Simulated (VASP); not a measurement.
Write the native input for VASP 6.6.1 that does the following.

| Quantity | Value |
| --- | --- |
| Task | single point |
| Functional | PBE |
| Potentials or basis | VASP PAW PBE potentials, release 64 (Tm_3, I), 4f in core |
| Cutoff | 500 eV |
| k mesh | 8 × 8 × 8 |
| Occupations | gaussian, width 0.1 eV |
| Spin | no spin polarisation |
| Dipole correction | no |
| Further INCAR settings | ALGO = Normal; EDIFF = 1e-06; NBANDS = 28 |

The structure of Tm2I3 lies in POSCAR:

```
Tm2I3
1.0
    5.9145395769      0.0000000000      0.0000000000
    0.0000000000      5.9145395769      0.0000000000
    0.0000000000      0.0000000000      5.9145395769
Tm I
2 3
Direct
    0.5000000000      0.5000000000      0.5000000000
    0.0000000000      0.0000000000      0.0000000000
    0.5000000000      0.0000000000      0.0000000000
    0.0000000000      0.5000000000      0.0000000000
    0.0000000000      0.0000000000      0.5000000000
```

The cell was generated, and may not be a known phase.

These files were run (other wordings do the same):

INCAR

```
PREC = Accurate
ENCUT = 500
EDIFF = 1E-6
ISMEAR = 0
SIGMA = 0.1
LREAL = False
LASPH = True
NELM = 200
ALGO = Normal
ISIF = 2
LWAVE = False
LCHARG = False
GGA = PE
NBANDS = 28
GGA_COMPAT = False
LMAXMIX = 6
```

KPOINTS

```
regular mesh
0
Gamma
  8 8 8
```

Potentials or basis: VASP PAW PBE potentials, release 64 (Tm_3, I), 4f in core.

Run with:

```bash
$ cat potpaw_PBE.64/Tm_3/POTCAR potpaw_PBE.64/I/POTCAR > POTCAR
$ mpirun -np 1 vasp_std > vasp.out
```

Results of the run:

| Property | Result |
| --- | --- |
| Pressure | 0.1 GPa |
| Band gap on the k mesh | zero (an odd number of electrons rules out a gap without spin polarisation) |

Caveat: spin-orbit coupling is left out, which moves the levels of the heavy elements; the 4f electrons are frozen in the core, so they carry no moment and show no levels; an odd number of electrons without spin polarisation forces a metal; a magnetic or distorted state may lie lower; the run has no spin polarisation, though such a crystal can be magnetic.

It took 2.9 min on 1 thread of Intel(R) Xeon(R) 6975P-C (Granite Rapids), on a shared host, peak memory 0.39 GiB.
